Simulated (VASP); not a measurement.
Wanted: the native input for a VASP 6.6.1 run.

```
Task                   : single point
Functional             : PBE
Dispersion             : D3(BJ)
Potentials or basis    : VASP PAW PBE potentials, release 64 (B, P)
Cutoff                 : 520 eV
k mesh                 : 8 × 8 × 8
Occupations            : gaussian, width 0.01 eV
Spin                   : no spin polarisation
Dipole correction      : no
Further INCAR settings : ALGO = Normal; EDIFF = 1e-06; NBANDS = 11
```

The structure of BP lies in POSCAR:

```
BP
1.0
    3.1870339692      0.0000000000      0.0000000000
    1.5935169846      2.7600523800      0.0000000000
    1.5935169846      0.9200174600      2.6022023391
B P
1 1
Direct
    0.0000000000      0.0000000000      0.0000000000
    0.2500000000      0.2500000000      0.2500000000
```

These files were run (other wordings do the same):

INCAR

```
SYSTEM = BP
PREC = Accurate ; ENCUT = 520
EDIFF = 1E-6 ; ISMEAR = 0
SIGMA = 0.01 ; LREAL = .FALSE.
LASPH = .TRUE. ; NELM = 60
ALGO = Normal ; ISIF = 2
LWAVE = .FALSE. ; LCHARG = .FALSE.
GGA = PE ; IVDW = 12
NBANDS = 11
```

KPOINTS

```
regular mesh
0
G
  8 8 8
  0 0 0
```

Potentials or basis: VASP PAW PBE potentials, release 64 (B, P).

Run with:

```console
$ cat potpaw_PBE.64/B/POTCAR potpaw_PBE.64/P/POTCAR > POTCAR
$ mpirun -np 1 vasp_std > vasp.out
```

It gave:

The pressure is -0.2 GPa. The band gap on the k mesh is 1.24 eV, indirect (least direct gap 3.43 eV) and the dispersion energy per atom is -0.330 eV.

Run time: 3 s on 1 thread of Intel Xeon 6975P-C, with other jobs on the host, peak memory 0.14 GiB.
